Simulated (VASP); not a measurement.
**C: single point with r2SCAN**

C:

```xyz
8
Lattice="0.0000 -4.2535 0.0000 -2.4558 -2.1268 -3.5618 2.4558 -2.1268 -3.5618" Properties=species:S:1:pos:R:3 pbc="T T T"
C     0.2500   -5.6712   -3.5618
C     0.0000   -3.5444    0.0000
C    -1.2279   -3.5444   -3.5618
C     1.2279   -3.5444   -3.5618
C     0.0000   -2.8358   -3.5618
C     2.4558   -2.8358   -3.5618
C    -1.2279   -4.9626   -3.5618
C     1.2279   -4.9626   -3.5618
```

This cell differs from its parent crystal: atom 1 (C) moved +0.250 Å towards its neighbour atom 2 (C) at 2.456 Å.

| Item | Value |
| --- | --- |
| Program | VASP 6.6.1 |
| Task | single point |
| Functional | r2SCAN |
| Potentials or basis | VASP PAW PBE potentials, release 64 (C) |
| Cutoff | 520 eV |
| k mesh | 8 × 8 × 8 |
| Occupations | gaussian, width 0.05 eV |
| Spin | no spin polarisation |
| Dipole correction | no |
| Further INCAR settings | ALGO = Normal; EDIFF = 1e-07; NBANDS = 26 |

```json
{
 "Pressure": "8.3 GPa",
 "Largest force": "18.809 eV/Å"
}
```

Forces on the atoms (eV/Å):
```
C   -17.879  -5.842   0.000
C     2.445  -0.053   0.000
C    -0.073  -0.047   0.000
C    -0.228   0.272   0.000
C     2.986   0.179   0.000
C    -0.442   0.049   0.000
C     2.827  -0.195   0.000
C    10.364   5.637   0.000
```

Stress tensor (GPa, compression positive):
```
15.41  9.15  0.00
 9.15  9.69  0.00
 0.00  0.00 -0.14
```

Run time: 30 min on 1 thread of Oxide Virtual Turin-like Processor, with other jobs on the host, peak memory 0.29 GiB.

Caveat: the cell differs from its parent crystal (atom 1 (C) moved +0.250 Å towards its neighbour atom 2 (C) at 2.456 Å); the stress differs along the axes, from -0 to 15 GPa; the PAW data sets were made with another functional, which shifts forces and pressure a little.
